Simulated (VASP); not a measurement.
# Ti3Pb2O2 (P6/mmm) in VASP: relaxation of cell and atoms with PBE

Aim: the relaxation of cell and atoms of Ti3Pb2O2 with PBE.

Program: VASP 6.6.1. These are calculated values, not measurements. Logs are shortened: lines on timing, memory, paths and dates and some standing lists are left out, and cuts for length are marked.

### Step 1. The cell of the first run

It takes space group P6/mmm (No. 191, hexagonal). The conventional cell has a = 5.133 Å, b = 5.133 Å, c = 5.604 Å, α = 90.00°, β = 90.00°, γ = 120.00°. Ti (site symmetry -6m2) has 2 Pb at 2.80 Å and 3 Ti at 2.96 Å and 6 O at 3.08 Å within 3.7 Å. Ti (site symmetry 6/mmm) has 2 O at 1.95 Å within 2.6 Å. Pb (site symmetry -6m2) has 5 Ti at 2.80 to 2.96 Å and 3 Pb at 2.96 Å and 6 O at 3.55 Å within 3.7 Å. O (site symmetry 6mm) has 1 O at 1.70 Å and 1 Ti at 1.95 Å within 2.3 Å.

The cell was built from a structure type or drawn by symmetry, and may not be a known phase.

### Step 2. Relaxation of cell and atoms, PBE, collinear spin

INCAR reads:

```
PREC = Accurate
ENCUT = 600
EDIFF = 1E-7
ISMEAR = 0
SIGMA = 0.2
LREAL = False
LASPH = True
NELM = 200
ALGO = Normal
ISIF = 3
LWAVE = False
LCHARG = False
ISPIN = 2
MAGMOM = 1 1 1 0 0 0 0
LORBIT = 11
LMAXMIX = 4
GGA = PE
IBRION = 2
NSW = 36
EDIFFG = -0.08
GGA_COMPAT = False
NELMIN = 4
```

KPOINTS reads:

```
Automatic mesh
0
Gamma
  4 4 3
```

POSCAR reads:

```
Ti3Pb2O2
1.0
    5.1326136100      0.0000000000      0.0000000000
   -2.5663068100      4.4449737700      0.0000000000
    0.0000000000      0.0000000000      5.6040401200
Ti Pb O
3 2 2
Direct
    0.3333333300      0.6666666700      0.5000000000
    0.6666666700      0.3333333300      0.5000000000
    0.0000000000      0.0000000000      0.0000000000
    0.3333333300      0.6666666700      0.0000000000
    0.6666666700      0.3333333300      0.0000000000
    0.0000000000      0.0000000000      0.6518422000
    0.0000000000      0.0000000000      0.3481578000
```

Potentials or basis: VASP PAW PBE potentials, release 64 (Ti_sv, Pb_d, O).

On the command line:

```bash
cat potpaw_PBE.64/Ti_sv/POTCAR potpaw_PBE.64/Pb_d/POTCAR potpaw_PBE.64/O/POTCAR > POTCAR
mpirun -np 1 vasp_std > vasp.out
```

OUTCAR:

```text
PREC = Accurate
   ENCUT = 600
   EDIFF = 1E-7
   ISMEAR = 0
   LREAL = False
   LASPH = True
   NELM = 200
   ISIF = 3
   ISPIN = 2
   LORBIT = 11
   GGA = PE
   IBRION = 2
   NSW = 36
   EDIFFG = -0.08
   NELMIN = 4

 ion  position               nearest neighbor table
   1  0.333  0.667  0.500-   4 2.80   4 2.80
   2  0.667  0.333  0.500-   5 2.80   5 2.80
   3  0.000  0.000  0.000-   6 1.95   7 1.95   4 2.96   5 2.96   4 2.96   5 2.96   5 2.96   4 2.96

   4  0.333  0.667  0.000-   1 2.80   1 2.80   5 2.96   5 2.96   3 2.96   3 2.96   3 2.96   5 2.96

   5  0.667  0.333  0.000-   2 2.80   2 2.80   4 2.96   4 2.96   3 2.96   3 2.96   3 2.96   4 2.96

   6  0.000  0.000  0.652-   7 1.70   3 1.95
   7  0.000  0.000  0.348-   6 1.70   3 1.95

  LATTYP: Found a hexagonal cell.
 ALAT       =     5.1326136100
 C/A-ratio  =     1.0918492109

  Lattice vectors:

 A1 = (   5.1326136100,   0.0000000000,   0.0000000000)
 A2 = (  -2.5663068100,   4.4449737700,   0.0000000000)
 A3 = (   0.0000000000,   0.0000000000,   5.6040401200)

Analysis of symmetry for initial positions (statically):
=====================================================================
 Subroutine PRICEL returns:
 Original cell was already a primitive cell.

 Routine SETGRP: Setting up the symmetry group for a
 hexagonal supercell.

 Subroutine GETGRP returns: Found 24 space group operations
 (whereof 24 operations were pure point group operations)
 out of a pool of 24 trial point group operations.

The static configuration has the point symmetry D_6h.

Analysis of symmetry for dynamics (positions and initial velocities):
=====================================================================
 Subroutine PRICEL returns:
 Original cell was already a primitive cell.

 Routine SETGRP: Setting up the symmetry group for a
 hexagonal supercell.

 Subroutine GETGRP returns: Found 24 space group operations
 (whereof 24 operations were pure point group operations)
 out of a pool of 24 trial point group operations.

The dynamic configuration has the point symmetry D_6h.

Analysis of structural, dynamic, and magnetic symmetry:
=====================================================================
 Subroutine PRICEL returns:
 Original cell was already a primitive cell.

 Routine SETGRP: Setting up the symmetry group for a
 hexagonal supercell.

 Subroutine GETGRP returns: Found 24 space group operations
 (whereof 24 operations were pure point group operations)
 out of a pool of 24 trial point group operations.

The overall configuration has the point symmetry D_6h.

 Subroutine INISYM returns: Found 24 space group operations
 (whereof 24 operations are pure point group operations),
 and found     1 'primitive' translations

----------------------------------------------------------------------------------------

                                     Primitive cell

  volume of cell :     127.8524

  direct lattice vectors                    reciprocal lattice vectors
     5.132613610  0.000000000  0.000000000     0.194832511  0.112486603  0.000000000
    -2.566306810  4.444973770  0.000000000     0.000000000  0.224973206  0.000000000
     0.000000000  0.000000000  5.604040120     0.000000000  0.000000000  0.178442691

  length of vectors
     5.132613610  5.132613609  5.604040120     0.224973206  0.224973206  0.178442691

  position of ions in fractional coordinates (direct lattice)
     0.333333330  0.666666670  0.500000000
     0.666666670  0.333333330  0.500000000
     0.000000000  0.000000000  0.000000000
     0.333333330  0.666666670  0.000000000
     0.666666670  0.333333330  0.000000000
     0.000000000  0.000000000  0.651842200
     0.000000000  0.000000000  0.348157800

  ion indices of the primitive-cell ions
   primitive index   ion index
                 1           1
                 2           2
                 3           3
                 4           4
                 5           5
                 6           6
                 7           7

----------------------------------------------------------------------------------------

 KPOINTS: Automatic mesh

Automatic generation of k-mesh.
 Grid dimensions read from file:
 generate k-points for:    4    4    3

 Generating k-lattice:

  Cartesian coordinates                     Fractional coordinates (reciprocal lattice)
     0.048708128  0.028121651  0.000000000     0.250000000  0.000000000  0.000000000
     0.000000000  0.056243302  0.000000000     0.000000000  0.250000000  0.000000000
     0.000000000  0.000000000  0.059480897     0.000000000  0.000000000  0.333333333

  Length of vectors
     0.056243302  0.056243302  0.059480897

  Shift w.r.t. Gamma in fractional coordinates (k-lattice)
     0.000000000  0.000000000  0.000000000

 Subroutine IBZKPT returns following result:
 ===========================================

 Found      8 irreducible k-points:

 Following reciprocal coordinates:
            Coordinates               Weight
  0.000000  0.000000  0.000000      1.000000
  0.250000 -0.000000  0.000000      6.000000
  0.500000 -0.000000  0.000000      3.000000
  0.250000  0.250000  0.000000      6.000000
  0.000000  0.000000  0.333333      2.000000
  0.250000 -0.000000  0.333333     12.000000
  0.500000 -0.000000  0.333333      6.000000
  0.250000  0.250000  0.333333     12.000000
   k-points           NKPTS =      8   k-points in BZ     NKDIM =      8   number of bands    NBANDS=     47
   number of dos      NEDOS =    301   number of ions     NIONS =      7
   total plane-waves  NPLWV =  84672
   dimension x,y,z NGX =    42 NGY =   42 NGZ =   48
   dimension x,y,z NGXF=    84 NGYF=   84 NGZF=   96
   ions per type =               3   2   2
   NGX,Y,Z   is equivalent  to a cutoff of  13.60, 13.60, 14.24 a.u.
   NGXF,Y,Z  is equivalent  to a cutoff of  27.21, 27.21, 28.48 a.u.
 SYSTEM =  unknown system
   PREC   = accura    normal or accurate (medium, high low for compatibility)
   ISTART =      0    job   : 0-new  1-cont  2-samecut
   ICHARG =      2    charge: 1-file 2-atom 10-const
   ISPIN  =      2    spin polarized calculation?
   LNONCOLLINEAR =      F non collinear calculations
   LSORBIT =      F    spin-orbit coupling
   LASPH  =      T    aspherical Exc in radial PAW
   ENCUT  =  600.0 eV  44.10 Ry    6.64 a.u.  10.25 10.25 11.19*2*pi/ulx,y,z
   NELM   =    200;   NELMIN=  4; NELMDL= -5     # of ELM steps
   EDIFF  = 0.1E-06   stopping-criterion for ELM
   LREAL  =      F    real-space projection
   EDIFFG = -.8E-01   stopping-criterion for IOM
   NSW    =     36    number of steps for IOM
   IBRION =      2    ionic relax: 0-MD 1-quasi-New 2-CG
   NFREE  =      1    steps in history (QN), initial steepest desc. (CG)
   ISIF   =      3    stress and relaxation
   ISYM   =      2    0-nonsym 1-usesym 2-fastsym
   POTIM  = 0.5000    time-step for ionic-motion
   TEBEG  =    0.0;   TEEND  =   0.0 temperature during run
   PSTRESS=    0.0 pullay stress
   NELECT =      76.0000    total number of electrons
   NUPDOWN=      -1.0000    fix difference up-down
   EMIN   =  10.00;   EMAX   =-10.00  energy-range for DOS
   EFERMI =   0.00;   METHOD = LEGACY
   ISMEAR =     0;   SIGMA  =   0.20  broadening in eV -4-tet -1-fermi 0-gaus
   EFERMI_NEDOS =   21; number of points for ismear=-14 and -15
   IALGO  =     38    algorithm
   IMIX   =      4    mixing-type and parameters
     AMIX     =   0.40;   BMIX     =  1.00
     AMIX_MAG =   1.60;   BMIX_MAG =  1.00
  volume/ion in A,a.u.               =      18.26       123.26
  Fermi-wavevector in a.u.,A,eV,Ry     =   1.376500  2.601209 25.779686  1.894753
  Thomas-Fermi vector in A             =   2.501739
   LORBIT       =     11    0 simple, 1 ext, 2 COOP (PROOUT), +10 PAW based schemes
   GGA     = PE    functional components
   LHFCALC =     F    Hartree Fock is set to
   AEXX    =    0.0000 exact exchange contribution
   IVDW    =     0    specifies the selected vdW correction
   LEPSILON=     F    determine dielectric tensor
   LRPA    =     F    only Hartree local field effects (RPA)
 conjugate gradient relaxation of ions
 spin polarized calculation
 Gauss-broadening in eV      SIGMA  =   0.20
  energy-cutoff  :      600.00
  volume of cell :      127.85
 maximum number of plane-waves:      4292
 NGX is ok and might be reduce to    42
   NGX = 21   NGY = 21   NGZ = 23

--------------------------------------- Ionic step        1  -------------------------------------------

 number of electron      75.9999973 magnetization       4.6775156

 Free energy of the ion-electron system (eV)
  ---------------------------------------------------
  ext. energy  EPLUGINS =         0.00000000
  ---------------------------------------------------
  free energy    TOTEN  =       -38.54007398 eV

  energy without entropy =      -38.39948972  energy(sigma->0) =      -38.46978185

------------------------ aborting loop because EDIFF is reached ----------------------------------------

  FORCE on cell =-STRESS in cart. coord.  units (eV):
  Direction    XX          YY          ZZ          XY          YZ          ZX
  --------------------------------------------------------------------------------------
  -------------------------------------------------------------------------------------
  Total        5.3625148      5.3625148      6.6308059     -0.0000000     -0.0000000      0.0000000
  in kB       67.2001240     67.2001239     83.0936605     -0.0000001     -0.0000000      0.0000000
  external PRESSURE =      72.4979695 kB  Pullay stress =       0.0000000 kB
[... 108 lines left out ...]
  energy  without entropy=      -40.1049985215  energy(sigma->0) =      -40.16742457

--------------------------------------- Ionic step        4  -------------------------------------------

 number of electron      76.0000006 magnetization       5.3169345

 E-fermi :   5.5322     XC(G=0):  -9.9616

 val. band max:        5.5211923250   @ k =   0.5000  -0.0000   0.0000
 cond. band min:       5.5591322217   @ k =   0.2500  -0.0000   0.0000
 fundamental gap:      0.0379398967
 Fermi energy:         5.5322090741

 spin component 1

 k-point     1 :       0.0000    0.0000    0.0000
  band No.  band energies     occupation
      1     -52.5309      1.00000
      2     -52.5008      1.00000
      3     -51.7225      1.00000
      4     -28.8902      1.00000
      5     -28.8902      1.00000
      6     -28.7548      1.00000
[... 389 lines left out ...]
     46       6.5216      0.00000
     47       6.9880      0.00000
 Fermi energy:         5.5322090741

 spin component 2

 k-point     1 :       0.0000    0.0000    0.0000
  band No.  band energies     occupation
      1     -51.2949      1.00000
      2     -50.9239      1.00000
      3     -50.8959      1.00000
      4     -27.6142      1.00000
      5     -27.6142      1.00000
      6     -27.6015      1.00000
[... 509 lines left out ...]
  energy  without entropy=      -40.1973696967  energy(sigma->0) =      -40.26293103

--------------------------------------- Ionic step        7  -------------------------------------------

 number of electron      76.0000025 magnetization       5.0656218

 Free energy of the ion-electron system (eV)
  ---------------------------------------------------
  ext. energy  EPLUGINS =         0.00000000
  ---------------------------------------------------
  free energy    TOTEN  =       -40.33908120 eV

  energy without entropy =      -40.21785731  energy(sigma->0) =      -40.27846926

 E-fermi :   5.7284     XC(G=0): -10.0469

 val. band max:        5.7236180833   @ k =   0.2500   0.2500   0.0000
 cond. band min:       5.7310295768   @ k =   0.2500   0.2500   0.3333
 fundamental gap:      0.0074114935
 Fermi energy:         5.7283650066

 spin component 1

 k-point     1 :       0.0000    0.0000    0.0000
  band No.  band energies     occupation
      1     -52.3154      1.00000
      2     -52.2814      1.00000
      3     -51.3652      1.00000
      4     -28.6825      1.00000
      5     -28.6825      1.00000
      6     -28.5334      1.00000
[... 389 lines left out ...]
     46       6.7422      0.00000
     47       7.2684      0.00000
 Fermi energy:         5.7283650066

 spin component 2

 k-point     1 :       0.0000    0.0000    0.0000
  band No.  band energies     occupation
      1     -51.0674      1.00000
      2     -50.7052      1.00000
      3     -50.6736      1.00000
      4     -27.4201      1.00000
      5     -27.4201      1.00000
      6     -27.4192      1.00000
[... 423 lines left out ...]
  FREE ENERGIE OF THE ION-ELECTRON SYSTEM (eV)
  ---------------------------------------------------
  free  energy   TOTEN  =       -40.3390812027 eV

  energy  without entropy=      -40.2178573123  energy(sigma->0) =      -40.27846926

 reached required accuracy - stopping structural energy minimisation

 total charge

# of ion       s       p       d       tot
------------------------------------------
    1        2.164   5.996   1.901  10.061
    2        2.164   5.996   1.901  10.061
    3        2.205   6.234   1.983  10.422
    4        1.325   1.000   9.802  12.128
    5        1.325   1.000   9.802  12.128
    6        1.594   3.309   0.000   4.903
    7        1.594   3.309   0.000   4.903
--------------------------------------------------
tot         12.372  26.845  25.389  64.606

 magnetization (x)

# of ion       s       p       d       tot
------------------------------------------
    1        0.059   0.033   1.598   1.690
    2        0.059   0.033   1.598   1.690
    3        0.011   0.004   0.299   0.314
    4       -0.001  -0.009   0.007  -0.004
    5       -0.001  -0.009   0.007  -0.004
    6        0.003   0.024   0.000   0.027
    7        0.003   0.024   0.000   0.027
--------------------------------------------------
tot          0.132   0.100   3.509   3.741
```

Wall time 12 min (1 thread of Intel Xeon 6975P-C (Granite Rapids), shared host); peak memory 0.4 GiB.

What came out:

* Free energy: -40.3391 eV
* Relaxed volume: 21.10 Å³/atom
* Relaxed cell: a = 5.288 Å, b = 5.288 Å, c = 6.101 Å, α = 90.00°, β = 90.00°, γ = 120.00°
* Space group after relaxing (to 0.1 Å): P6/mmm (No. 191)
* Energy gained by relaxing: 257.0 meV/atom
* Ionic steps: 7
* Pressure after relaxing: -0.3 GPa
* Largest force after relaxing: 0.012 eV/Å
* Net moment: 5.07 μB per cell
* Site moments: Ti +1.69, +0.31 (each value once); Pb -0.00; O +0.03 μB
* Valence electrons inside the program's atomic spheres: Ti 10.06, 10.42 (each value once); Pb 12.13; O 4.90

Forces on the atoms (eV/Å):
```
Ti   0.000  0.000  0.000
Ti   0.000  0.000  0.000
Ti   0.000  0.000  0.000
Pb   0.000  0.000  0.000
Pb   0.000  0.000  0.000
O    0.000  0.000  0.012
O    0.000  0.000 -0.012
```

Stress tensor (GPa, compression positive):
```
-0.35  0.00  0.00
 0.00 -0.35  0.00
 0.00  0.00 -0.22
```

The path:
```
step  energy change (eV)  largest force (eV/Å)  pressure (GPa)  volume (Å³)
   1              0.0000                5.6168            7.25       127.85
   2             -1.6822                1.0233            2.73       143.76
   3             -1.6898                0.5613            2.59       142.72
   4             -1.6930                1.5184           -2.99       150.83
   5             -1.7588                0.5927           -0.45       146.70
   6             -1.7884                0.3167           -0.39       147.24
   7             -1.7990                0.0124           -0.31       147.72
```

Final structure:
```xyz
7
Lattice="5.2875 0.0000 0.0000 -2.6438 4.5791 0.0000 0.0000 0.0000 6.1012" Properties=species:S:1:pos:R:3 pbc="T T T"
Ti    0.0000    3.0528    3.0506
Ti    2.6438    1.5264    3.0506
Ti    0.0000    0.0000    0.0000
Pb    0.0000    3.0528    0.0000
Pb    2.6438    1.5264    0.0000
O     0.0000    0.0000    4.2986
O     0.0000    0.0000    1.8026
```

Levels at points of the mesh, in eV from the Fermi level:
Spin up:
| k point | band 38 | band 39 | band 40 | band 41 | band 42 | band 43 | band 44 | band 45 |
| --- | --- | --- | --- | --- | --- | --- | --- | --- |
| (0.00, 0.00, 0.00) | -0.53 | -0.53 | -0.26 | 0.42 | 0.44 | 0.44 | 0.73 | 0.73 |
| (0.50, 0.00, 0.00) | -0.36 | -0.33 | -0.33 | -0.04 | 0.57 | 0.69 | 0.75 | 0.79 |
Spin down:
```
           k point  band 33  band 34  band 35  band 36  band 37  band 38
(0.00, 0.00, 0.00)    -2.42    -2.08    -0.21    -0.08     0.93     0.93
(0.50, 0.00, 0.00)    -1.21    -0.35    -0.17    -0.04     0.33     0.70
```

Caveat: the k points lie up to 0.34 Å⁻¹ apart in the final cell; the volume moved by over 15 % at a fixed basis, so the end points are rough; spin-orbit coupling is left out, which moves the levels of the heavy elements.
